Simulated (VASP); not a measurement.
Input of a VASP 6.6.1 run:

The input INCAR:

```
SYSTEM = ZnS
  ALGO = Normal
  EDIFF = 1E-6
  ENCUT = 520
  GGA = PS
  ISIF = 2
  ISMEAR = 0
  LASPH = .True.
  LCHARG = .True.
  LELF = .True.
  LREAL = .False.
  LVHAR = .True.
  LWAVE = .False.
  NBANDS = 66
  NELM = 80
  PREC = Accurate
  SIGMA = 0.05
```

File KPOINTS:

```
k-points
0
Gamma
  9 9 2
  0 0 0
```

File POSCAR:

```
ZnS
1.0
    3.7202335699      0.0000000000      0.0000000000
   -1.8601167849      3.2218167795      0.0000000000
    0.0000000000      0.0000000000     19.2295152993
Zn S
6 6
Direct
    0.0000000000      0.0000000000      0.0000277175
    0.0000000000      0.0000000000      0.5000277175
    0.3333333333      0.6666666667      0.1767974572
    0.6666666667      0.3333333333      0.6767974572
    0.6666666667      0.3333333333      0.3332753580
    0.3333333333      0.6666666667      0.8332753580
    0.0000000000      0.0000000000      0.1251125986
    0.0000000000      0.0000000000      0.6251125986
    0.3333333333      0.6666666667      0.2916367831
    0.6666666667      0.3333333333      0.7916367831
    0.6666666667      0.3333333333      0.4581259436
    0.3333333333      0.6666666667      0.9581259436
```

Potentials or basis: VASP PAW PBE potentials, release 64 (Zn, S).

Run with:

```sh
$ cat potpaw_PBE.64/Zn/POTCAR potpaw_PBE.64/S/POTCAR > POTCAR
$ mpirun -np 1 vasp_std > vasp.out
```

Predict the pressure.

0.4 GPa.

Predict the band gap on the k mesh.

1.74 eV.

Forces in eV/Å, atoms in the order of the input:
```
Zn   0.000  0.000  0.514
Zn   0.000  0.000  0.514
Zn   0.000  0.000 -1.532
Zn   0.000  0.000 -1.532
Zn   0.000  0.000  0.545
Zn   0.000  0.000  0.545
S    0.000  0.000  0.279
S    0.000  0.000  0.279
S    0.000  0.000  0.660
S    0.000  0.000  0.660
S    0.000  0.000 -0.466
S    0.000  0.000 -0.466
```

Caveat: the PAW data sets were made with another functional, which shifts forces and pressure a little.
